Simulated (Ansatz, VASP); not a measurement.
**TiBMoC2: VASP beside Ansatz**

```
Ti B Mo C
1.0
     2.89866    0.00000    0.00000
    -1.44933    2.51031    0.00000
     0.00000    0.00000    7.22699
Ti B Mo C
1 1 1 2
Cartesian
  0.0000 0.0000 1.2264
  0.0000 0.0000 5.9995
  0.0000 0.0000 3.7814
  0.0000 1.6735 6.9807
  1.4493 0.8368 6.9807
```

Alike in both runs: functional PBE; k mesh 6 × 6 × 4; occupations gaussian, width 0.1 eV; no spin polarisation.

Ansatz relaxed the structure, and its values are those at the end. VASP's run is a single point on that final structure, the one shown.

|  | VASP | Ansatz |
| --- | --- | --- |
| version | VASP 6.6.1 | Ansatz 0.2.0 |
| potentials or method | VASP PAW PBE potentials, release 64 (Ti_sv, B, Mo_sv, C), cutoff 520 eV | scalar-relativistic, plane waves, PAW |
| valence electrons in the cell | 37 | 37 |

```csv
,VASP,Ansatz,Ansatz less VASP
gap on the k mesh at the Fermi level (eV),none,none,-
pressure (GPa),0.2,0.0,-0.26
rms of the force components (eV/Å),0.013,0.002,-0.0109
```

A gap of «none» marks a metal or a gap that the smearing closes.

The k mesh is coarse, so the values compare programs but aren't converged.
